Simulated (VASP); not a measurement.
Set up this calculation in VASP 6.6.1, as the native input.

```yaml
Task: relaxation of cell and atoms
Functional: r2SCAN
Potentials_or_basis: VASP PAW PBE potentials, release 64 (Zn)
Cutoff: 600 eV
k_mesh: 26 × 26 × 26
Occupations: gaussian, width 0.1 eV
Spin: no spin polarisation
Dipole_correction: no
Further_INCAR_settings: ALGO = Normal; EDIFF = 1e-06; IBRION = 2; EDIFFG = -0.01; NSW = 100; ISIF = 3
```

Zn:

```
Zn
1.0
    -1.52623    1.52623    1.52623
     1.52623   -1.52623    1.52623
     1.52623    1.52623   -1.52623
Zn
1
Direct
  0.00000 0.00000 0.00000
```

This isn't the form of Zn at room conditions, which is hcp.

These files were run (other wordings do the same):

POSCAR

```
Zn
1.0
   -1.5262270380      1.5262270380      1.5262270380
    1.5262270380     -1.5262270380      1.5262270380
    1.5262270380      1.5262270380     -1.5262270380
Zn
1
Direct
    0.0000000000      0.0000000000      0.0000000000
```

INCAR.step1

```
SYSTEM = Zn
  PREC = Accurate
  ENCUT = 600
  ISMEAR = 0
  SIGMA = 0.1
  LREAL = .False.
  LASPH = .True.
  NELM = 80
  GGA = PE
  ALGO = Normal
  EDIFF = 1E-4
  LWAVE = .True.
  LCHARG = .False.
```

INCAR.step2

```
SYSTEM = Zn
  PREC = Accurate
  ENCUT = 600
  EDIFF = 1E-6
  ISMEAR = 0
  SIGMA = 0.1
  LREAL = .False.
  LASPH = .True.
  NELM = 80
  ALGO = Normal
  ISIF = 3
  LWAVE = .False.
  LCHARG = .False.
  METAGGA = R2SCAN
  LMIXTAU = .True.
  IBRION = 2
  NSW = 100
  EDIFFG = -0.01
  ISTART = 1
```

KPOINTS

```
regular mesh
0
Gamma
  26 26 26
  0 0 0
```

Potentials or basis: VASP PAW PBE potentials, release 64 (Zn).

Launch:

```console
$ cat potpaw_PBE.64/Zn/POTCAR > POTCAR
$ cp INCAR.step1 INCAR
$ mpirun -np 1 vasp_std > vasp.out
$ cp INCAR.step2 INCAR
$ mpirun -np 1 vasp_std > vasp.out
```

It gave:

| Item | Value |
| --- | --- |
| Relaxed volume | 14.48 Å³/atom |
| Relaxed cell | a = 2.659 Å, b = 2.659 Å, c = 2.659 Å, α = 109.47°, β = 109.47°, γ = 109.47° |
| Space group after relaxing (to 0.1 Å) | Im-3m (No. 229) |
| Energy gained by relaxing | 0.8 meV/atom |
| Ionic steps | 4 |
| Pressure after relaxing | 0.0 GPa |
| Band gap on the k mesh | zero (bands 6 and 7 overlap by 5.39 eV) |

Caveat: the PAW data sets were made with another functional, which shifts forces and pressure a little.

Run time: 11 min on 1 thread of AMD EPYC 9R45 96-Core Processor (Zen 5) (shared host), peak memory 0.2 GiB.
